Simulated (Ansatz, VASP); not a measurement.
# One calculation of Be3B4, two programs

```
Be B
1.0
     3.02872   -3.84135    0.00000
     3.02872    3.84135    0.00000
     0.00000    0.00000   26.32227
Be B
3 4
Direct
  0.89351 0.78319 0.30736
  0.46681 0.35649 0.30736
  0.06535 0.18465 0.30732
  0.16852 0.57699 0.30735
  0.67301 0.08148 0.30735
  0.83887 0.41113 0.30735
  0.33005 0.91995 0.30735
```

Alike in both runs: functional PBE; k mesh 8 × 8 × 1; occupations gaussian, width 0.1 eV; no spin polarisation.

Ansatz relaxed the structure, and its values are those at the end. VASP's run is a single point on that final structure, the one shown.

```csv
,VASP,Ansatz
version,VASP 6.6.1,Ansatz 0.2.0
potentials or method,"VASP PAW PBE potentials, release 64 (Be, B), cutoff 520 eV","scalar-relativistic, plane waves, PAW"
valence electrons in the cell,18,18
```

```csv
,VASP,Ansatz,Ansatz less VASP
gap on the k mesh at the Fermi level (eV),none,none,-
rms of the force components (eV/Å),0.008,0.001,-0.0073
```

A gap of «none» marks a metal or a gap that the smearing closes. The functional is the same, so the differences come from potentials, cutoffs and numerics.
